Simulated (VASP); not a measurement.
# C (Fm-3m) in VASP: single point with PBE

Aim: the single point of C with PBE.

Everything below comes from runs of VASP 6.6.1. Logs are shortened: lines on timing, memory, paths and dates and some standing lists are left out, and cuts for length are marked.

## (1) The cell of the first run

The structure is cubic, space group Fm-3m (No. 225). The conventional cell has a = 4.358 Å, b = 4.358 Å, c = 4.358 Å, α = 90.00°, β = 90.00°, γ = 90.00°. Within 4.1 Å of C (site symmetry m-3m) lie 12 C at 3.08 Å.

## (2) Single point, PBE

File INCAR:

```
SYSTEM = C
PREC = Accurate
ENCUT = 600
EDIFF = 1E-6
ISMEAR = -1
SIGMA = 0.1
LREAL = .False.
LASPH = .True.
NELM = 120
ALGO = Normal
ISIF = 2
LWAVE = .False.
LCHARG = .False.
GGA = PE
NBANDS = 8
GGA_COMPAT = .False.
```

File KPOINTS:

```
Automatic mesh
0
Gamma
  8 8 8
  0 0 0
```

File POSCAR:

```
C
1.0
    0.0000000000      2.1790000000      2.1790000000
    2.1790000000      0.0000000000      2.1790000000
    2.1790000000      2.1790000000      0.0000000000
C
1
Direct
    0.2500000000      0.2500000000      0.2500000000
```

Potentials or basis: VASP PAW PBE potentials, release 64 (C).

Run with:

```console
$ cat potpaw_PBE.64/C/POTCAR > POTCAR
$ mpirun -np 1 vasp_std > vasp.out
```

OUTCAR:

```text
SYSTEM = C
   PREC = Accurate
   ENCUT = 600
   EDIFF = 1E-6
   ISMEAR = -1
   LREAL = .False.
   LASPH = .True.
   NELM = 120
   ISIF = 2
   GGA = PE

 ion  position               nearest neighbor table
   1  0.250  0.250  0.250-

  LATTYP: Found a face centered cubic cell.
 ALAT       =     4.3580000000

  Lattice vectors:

 A1 = (   0.0000000000,   2.1790000000,   2.1790000000)
 A2 = (   2.1790000000,   0.0000000000,   2.1790000000)
 A3 = (   2.1790000000,   2.1790000000,   0.0000000000)

Analysis of symmetry for initial positions (statically):
=====================================================================
 Subroutine PRICEL returns:
 Original cell was already a primitive cell.

 Routine SETGRP: Setting up the symmetry group for a
 face centered cubic supercell.

 Subroutine GETGRP returns: Found 48 space group operations
 (whereof 24 operations were pure point group operations)
 out of a pool of 48 trial point group operations.

The static configuration has the point symmetry T_d .
 The point group associated with its full space group is O_h .

Analysis of symmetry for dynamics (positions and initial velocities):
=====================================================================
 Subroutine PRICEL returns:
 Original cell was already a primitive cell.

 Routine SETGRP: Setting up the symmetry group for a
 face centered cubic supercell.

 Subroutine GETGRP returns: Found 48 space group operations
 (whereof 24 operations were pure point group operations)
 out of a pool of 48 trial point group operations.

The dynamic configuration has the point symmetry T_d .
 The point group associated with its full space group is O_h .

 Subroutine INISYM returns: Found 48 space group operations
 (whereof 24 operations are pure point group operations),
 and found     1 'primitive' translations

----------------------------------------------------------------------------------------

                                     Primitive cell

  volume of cell :      20.6920

  direct lattice vectors                    reciprocal lattice vectors
     0.000000000  2.179000000  2.179000000    -0.229463056  0.229463056  0.229463056
     2.179000000  0.000000000  2.179000000     0.229463056 -0.229463056  0.229463056
     2.179000000  2.179000000  0.000000000     0.229463056  0.229463056 -0.229463056

  length of vectors
     3.081571352  3.081571352  3.081571352     0.397441672  0.397441672  0.397441672

  position of ions in fractional coordinates (direct lattice)
     0.250000000  0.250000000  0.250000000

  ion indices of the primitive-cell ions
   primitive index   ion index
                 1           1

----------------------------------------------------------------------------------------

 KPOINTS: Automatic mesh

Automatic generation of k-mesh.
 Grid dimensions read from file:
 generate k-points for:    8    8    8

 Generating k-lattice:

  Cartesian coordinates                     Fractional coordinates (reciprocal lattice)
    -0.028682882  0.028682882  0.028682882     0.125000000  0.000000000  0.000000000
     0.028682882 -0.028682882  0.028682882     0.000000000  0.125000000  0.000000000
     0.028682882  0.028682882 -0.028682882     0.000000000  0.000000000  0.125000000

  Length of vectors
     0.049680209  0.049680209  0.049680209

  Shift w.r.t. Gamma in fractional coordinates (k-lattice)
     0.000000000  0.000000000  0.000000000

 Subroutine IBZKPT returns following result:
 ===========================================

 Found     29 irreducible k-points:

 Following reciprocal coordinates:
            Coordinates               Weight
  0.000000  0.000000  0.000000      1.000000
  0.125000  0.000000  0.000000      8.000000
  0.250000  0.000000  0.000000      8.000000
  0.375000  0.000000  0.000000      8.000000
  0.500000  0.000000  0.000000      4.000000
  0.125000  0.125000  0.000000      6.000000
[... 16 lines left out ...]
  0.500000  0.250000  0.125000     48.000000
 -0.375000  0.250000  0.125000     24.000000
 [... further k-points ...]
   k-points           NKPTS =     29   k-points in BZ     NKDIM =     29   number of bands    NBANDS=      8
   number of dos      NEDOS =    301   number of ions     NIONS =      1
   total plane-waves  NPLWV =  21952
   dimension x,y,z NGX =    28 NGY =   28 NGZ =   28
   dimension x,y,z NGXF=    56 NGYF=   56 NGZF=   56
   ions per type =               1
   NGX,Y,Z   is equivalent  to a cutoff of  15.11, 15.11, 15.11 a.u.
   NGXF,Y,Z  is equivalent  to a cutoff of  30.21, 30.21, 30.21 a.u.
 SYSTEM =  C
   PREC   = accura    normal or accurate (medium, high low for compatibility)
   ISTART =      0    job   : 0-new  1-cont  2-samecut
   ICHARG =      2    charge: 1-file 2-atom 10-const
   ISPIN  =      1    spin polarized calculation?
   LNONCOLLINEAR =      F non collinear calculations
   LSORBIT =      F    spin-orbit coupling
   LASPH  =      T    aspherical Exc in radial PAW
   ENCUT  =  600.0 eV  44.10 Ry    6.64 a.u.   6.15  6.15  6.15*2*pi/ulx,y,z
   NELM   =    120;   NELMIN=  2; NELMDL= -5     # of ELM steps
   EDIFF  = 0.1E-05   stopping-criterion for ELM
   LREAL  =      F    real-space projection
   EDIFFG = 0.1E-04   stopping-criterion for IOM
   NSW    =      0    number of steps for IOM
   IBRION =     -1    ionic relax: 0-MD 1-quasi-New 2-CG
   NFREE  =      0    steps in history (QN), initial steepest desc. (CG)
   ISIF   =      2    stress and relaxation
   ISYM   =      2    0-nonsym 1-usesym 2-fastsym
   POTIM  = 0.5000    time-step for ionic-motion
   TEBEG  =    0.0;   TEEND  =   0.0 temperature during run
   PSTRESS=    0.0 pullay stress
   NELECT =       4.0000    total number of electrons
   NUPDOWN=      -1.0000    fix difference up-down
   EMIN   =  10.00;   EMAX   =-10.00  energy-range for DOS
   EFERMI =   0.00;   METHOD = LEGACY
   ISMEAR =    -1;   SIGMA  =   0.10  broadening in eV -4-tet -1-fermi 0-gaus
   EFERMI_NEDOS =   21; number of points for ismear=-14 and -15
   IALGO  =     38    algorithm
   IMIX   =      4    mixing-type and parameters
     AMIX     =   0.40;   BMIX     =  1.00
     AMIX_MAG =   1.60;   BMIX_MAG =  1.00
  volume/ion in A,a.u.               =      20.69       139.64
  Fermi-wavevector in a.u.,A,eV,Ry     =   0.946588  1.788792 12.191209  0.896029
  Thomas-Fermi vector in A             =   2.074600
   LORBIT       =      0    0 simple, 1 ext, 2 COOP (PROOUT), +10 PAW based schemes
   GGA     = PE    functional components
   LHFCALC =     F    Hartree Fock is set to
   AEXX    =    0.0000 exact exchange contribution
   IVDW    =     0    specifies the selected vdW correction
   LEPSILON=     F    determine dielectric tensor
   LRPA    =     F    only Hartree local field effects (RPA)
 non-spin polarized calculation
  energy-cutoff  :      600.00
  volume of cell :       20.69
 maximum number of plane-waves:       701
 NGX is ok and might be reduce to    28
   NGX = 13   NGY = 13   NGZ = 13

 number of electron       4.0000000 magnetization

 Free energy of the ion-electron system (eV)
  ---------------------------------------------------
  ext. energy  EPLUGINS =         0.00000000
  ---------------------------------------------------
  free energy    TOTEN  =        -2.68827159 eV

  energy without entropy =       -2.65845785  energy(sigma->0) =       -2.67336472

 E-fermi :  -1.3643     XC(G=0):  -8.1552

 val. band max:       -1.4020890762   @ k =  -0.3750   0.3750   0.1250
 cond. band min:      -1.1959103751   @ k =  -0.3750   0.2500   0.0000
 fundamental gap:      0.2061787011
 Fermi energy:        -1.3642638207

 k-point     1 :       0.0000    0.0000    0.0000
  band No.  band energies     occupation
      1     -11.6555      2.00000
      2       1.1211      0.00000
      3       1.1211      0.00000
      4       1.1211      0.00000
      5       9.4966      0.00000
      6      18.0021      0.00000
      7      18.0021      0.00000
      8      18.0021      0.00000

 k-point     2 :       0.1250    0.0000    0.0000
  band No.  band energies     occupation
      1     -11.4239      2.00000
      2       0.4234      0.00000
      3       1.0505      0.00000
      4       1.0505      0.00000
      5       9.9775      0.00000
      6      16.0435      0.00000
      7      18.2410      0.00000
      8      18.2410      0.00000

 k-point     3 :       0.2500    0.0000    0.0000
  band No.  band energies     occupation
      1     -10.7790      2.00000
      2      -1.1804      0.27443
      3       0.8878      0.00000
      4       0.8878      0.00000
      5      10.8668      0.00000
      6      14.2445      0.00000
      7      17.9939      0.00000
      8      17.9939      0.00000

 k-point     4 :       0.3750    0.0000    0.0000
  band No.  band energies     occupation
      1      -9.9336      2.00000
      2      -2.8393      2.00000
      3       0.7354      0.00000
      4       0.7354      0.00000
      5      11.2561      0.00000
      6      13.6060      0.00000
      7      17.1522      0.00000
      8      17.1522      0.00000

 k-point     5 :       0.5000    0.0000    0.0000
  band No.  band energies     occupation
      1      -9.4711      2.00000
      2      -3.6100      2.00000
      3       0.6749      0.00000
      4       0.6749      0.00000
      5      11.2345      0.00000
      6      13.5715      0.00000
      7      16.7977      0.00000
      8      16.7977      0.00000
[... 177 lines left out ...]
 k-point    22 :       0.3750    0.2500    0.1250
  band No.  band energies     occupation
      1     -10.2499      2.00000
      2      -1.4379      1.35239
      3      -0.0568      0.00000
      4       0.6207      0.00000
      5      11.3120      0.00000
      6      13.5771      0.00000
      7      15.1327      0.00000
      8      18.9383      0.00000

 k-point    23 :       0.5000    0.2500    0.1250
  band No.  band energies     occupation
      1      -9.5040      2.00000
      2      -2.4601      1.99997
      3      -0.5454      0.00056
      4       0.3691      0.00000
      5      11.6786      0.00000
      6      13.0969      0.00000
      7      14.5425      0.00000
      8      18.3438      0.00000

 k-point    24 :      -0.3750    0.2500    0.1250
  band No.  band energies     occupation
      1      -9.1151      2.00000
      2      -3.0049      2.00000
      3      -0.6707      0.00194
      4       0.2304      0.00000
      5      11.8547      0.00000
      6      12.5973      0.00000
      7      14.8598      0.00000
      8      18.0508      0.00000

 [... further k-points ...]
[... 5 lines left out ...]
  --------------------------------------------------------------------------------------
  -------------------------------------------------------------------------------------
  Total       -2.5591500     -2.5591500     -2.5591500      0.0000000      0.0000000      0.0000000
  in kB     -198.1548175   -198.1548175   -198.1548175      0.0000000      0.0000000      0.0000000
  external PRESSURE =    -198.1548175 kB  Pullay stress =       0.0000000 kB

 VOLUME and BASIS-vectors are now :
 -----------------------------------------------------------------------------
  energy-cutoff  :      600.00
  volume of cell :       20.69
      direct lattice vectors                 reciprocal lattice vectors
     0.000000000  2.179000000  2.179000000    -0.229463056  0.229463056  0.229463056
     2.179000000  0.000000000  2.179000000     0.229463056 -0.229463056  0.229463056
     2.179000000  2.179000000  0.000000000     0.229463056  0.229463056 -0.229463056

 POSITION                                       TOTAL-FORCE (eV/Angst)
 -----------------------------------------------------------------------------------
      1.08950      1.08950      1.08950         0.000000     -0.000000     -0.000000
 -----------------------------------------------------------------------------------
    total drift:                                0.000000      0.000000      0.000000

  FREE ENERGIE OF THE ION-ELECTRON SYSTEM (eV)
  ---------------------------------------------------
  free  energy   TOTEN  =        -2.6882715904 eV

  energy  without entropy=       -2.6584578526  energy(sigma->0) =       -2.67336472
```

Run time: 12 s. Hardware: 1 thread of AMD EPYC 7R13, shared host; peak memory 0.11 GiB.

Results:

```yaml
Free_energy: -2.6883 eV
Pressure: -19.8 GPa
Band_gap_on_the_k_mesh: zero (band 2 reaches 1.12 eV, above the bottom of band 3 at -1.89 eV)
```

Levels at points of the mesh, in eV from the Fermi level:
| k point | band 1 | band 2 | band 3 | band 4 | band 5 | band 6 | band 7 |
| --- | --- | --- | --- | --- | --- | --- | --- |
| (0.00, 0.00, 0.00) | -10.29 | 2.49 | 2.49 | 2.49 | 10.86 | 19.37 | 19.37 |
| (0.50, 0.00, 0.00) | -8.11 | -2.25 | 2.04 | 2.04 | 12.60 | 14.94 | 18.16 |
| (0.50, 0.50, 0.00) | -7.38 | -1.68 | 1.03 | 1.03 | 10.30 | 12.71 | 17.35 |
